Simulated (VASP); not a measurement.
Runs of VASP 6.6.1 on Mo. The structure is that of space group Im-3m (No. 229), or close to it. The cells are those of the table. 

```tsv
cell	gap on the mesh (eV)	pressure (GPa)
a = 2.725 Å, angles 109.5°, 1 atom	none	2.4
a = 2.727 Å, angles 107.9, 107.9, 112.6°, 1 atom	none	2.8
a = 2.726 Å, angles 108.4, 108.4, 111.6°, 1 atom	none	2.5
a = 2.725 Å, angles 110.0, 110.0, 108.4°, 1 atom	none	2.4
a = 2.727 Å, angles 111.1, 111.1, 106.2°, 1 atom	none	(a)
a = 2.726 Å, angles 110.6, 110.6, 107.3°, 1 atom	none	2.5
a = 2.725 Å, angles 108.9, 108.9, 110.5°, 1 atom	none	2.4
```

Alike in all rows: task single point; level r2SCAN; potentials or basis VASP PAW PBE potentials, release 64 (Mo_sv); no spin polarisation; k mesh 15 × 15 × 15; cutoff (eV) 520; smearing fermi-dirac 0.05 eV.

Question: Fill in the values left out.

Answer: (a) 2.7.

Caveats: the PAW data sets were made with another functional, which shifts forces and pressure a little; the stress differs along the axes, from -4 to 16 GPa (at least some runs); the stress differs along the axes, from -2 to 12 GPa (at least some runs); the stress differs along the axes, from -2 to 5 GPa (at least some runs); the stress differs along the axes, from -10 to 9 GPa (at least some runs); the stress differs along the axes, from -6 to 7 GPa (at least some runs); the stress differs along the axes, from 0 to 7 GPa (at least some runs).

A k mesh can miss the band edges, and the runs leave out spin-orbit coupling on Mo.

A gap of «none» marks levels without a gap at the run's occupations.
